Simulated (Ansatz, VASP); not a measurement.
# Two plane-wave programs on BN

INCAR

```
SYSTEM = BN
ALGO = Normal
EDIFF = 1E-6
ENCUT = 520
GGA = PS
ISIF = 2
ISMEAR = 0
LASPH = .True.
LCHARG = .False.
LREAL = .False.
LWAVE = .False.
NBANDS = 26
NELM = 80
PREC = Accurate
SIGMA = 0.05
```

The input KPOINTS:

```
k-points
0
Gamma
  6 6 10
  0 0 0
```

POSCAR

```
BN
1.0
    4.3652000000      0.0000000000      0.0000000000
    0.0000000000      4.3652000000      0.0000000000
    0.0000000000      0.0000000000      2.2335000000
B N
4 4
Direct
    0.1741337327      0.8258662673      0.5000000000
    0.3258662673      0.3258662673      0.0000000000
    0.6741337327      0.6741337327      0.0000000000
    0.8258662673      0.1741337327      0.5000000000
    0.8123909516      0.8123909516      0.5000000000
    0.3123909516      0.6876090484      0.0000000000
    0.6876090484      0.3123909516      0.0000000000
    0.1876090484      0.1876090484      0.5000000000
```

Input for Ansatz:

```yaml
crystal:
  lattice:
    - [4.3652, 0.0, 0.0]
    - [0.0, 4.3652, 0.0]
    - [0.0, 0.0, 2.2335]
  atoms:
    - { symbol: B, position: [0.1741337327, 0.8258662673, 0.5] }
    - { symbol: B, position: [0.3258662673, 0.3258662673, 0.0] }
    - { symbol: B, position: [0.6741337327, 0.6741337327, 0.0] }
    - { symbol: B, position: [0.8258662673, 0.1741337327, 0.5] }
    - { symbol: "N", position: [0.8123909516, 0.8123909516, 0.5] }
    - { symbol: "N", position: [0.3123909516, 0.6876090484, 0.0] }
    - { symbol: "N", position: [0.6876090484, 0.3123909516, 0.0] }
    - { symbol: "N", position: [0.1876090484, 0.1876090484, 0.5] }
basis:
  ecutwfc: 520.0
kpoints:
  mp_grid: { grid: [6, 6, 10] }
hamiltonian:
  xc: pbesol
  pseudopotentials: { kind: paw, azcp: { folder: soft_1 } }
scf:
  occupations: { method: gaussian, width: 0.05 }
output:
  forces: true
  stress: true
  eigenvalues: true
  write_density: true
  write_potential: true
  elf: true
  volumetric_format: npy
```

Alike in both runs: task single point; functional PBEsol; k mesh 6 × 6 × 10; occupations gaussian, width 0.05 eV; no spin polarisation.

```csv
,VASP,Ansatz
version,VASP 6.6.1,Ansatz 0.2.0
potentials or method,"VASP PAW PBE potentials, release 64 (B, N), cutoff 520 eV","scalar-relativistic, plane waves, PAW"
valence electrons in the cell,32,32
```

```csv
,VASP,Ansatz,Ansatz less VASP
gap on the k mesh at the Fermi level (eV),3.87,3.89,+0.020
least direct gap on the mesh (eV),5.75,5.76,+0.016
rms of the force components (eV/Å),0.996,0.977,-0.0195
```

VASP's potentials were made for PBE, not for PBEsol, and Ansatz warns of the same on its side. Atom by atom the forces differ by 0.020 eV/Å (rms over components). The functional is the same, so the differences come from potentials, cutoffs and numerics.
